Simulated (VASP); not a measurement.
Input of a VASP 6.6.1 run:

INCAR

```
SYSTEM = LiBr
PREC = Accurate ; ENCUT = 750
EDIFF = 1E-7 ; ISMEAR = 0
SIGMA = 0.02 ; LREAL = .False.
LASPH = .True. ; NELM = 120
ALGO = Normal ; ISIF = 3
LWAVE = .False. ; LCHARG = .False.
GGA = PE ; IBRION = 2
NSW = 80 ; EDIFFG = -0.01
GGA_COMPAT = .False. ; NELMIN = 4
```

KPOINTS

```
regular mesh
0
Gamma
  8 8 8
  0 0 0
```

POSCAR

```
LiBr
1.0
    0.0000000000      2.7992810363      2.7992810363
    2.7992810363      0.0000000000      2.7992810363
    2.7992810363      2.7992810363      0.0000000000
Li Br
1 1
Direct
    0.0000000000      0.0000000000      0.0000000000
    0.5000000000      0.5000000000      0.5000000000
```

Potentials or basis: VASP PAW PBE potentials, release 64 (Li_sv, Br).

Launch:

```bash
$ cat potpaw_PBE.64/Li_sv/POTCAR potpaw_PBE.64/Br/POTCAR > POTCAR
$ mpirun -np 1 vasp_std > vasp.out
```

(1) Predict the band gap on the k mesh.

(2) Predict the space group after relaxing (to 0.05 Å).

(3) Predict the relaxed volume.

Results:

(1) 4.91 eV, direct.

(2) Fm-3m (No. 225).

(3) 20.94 Å³/atom.
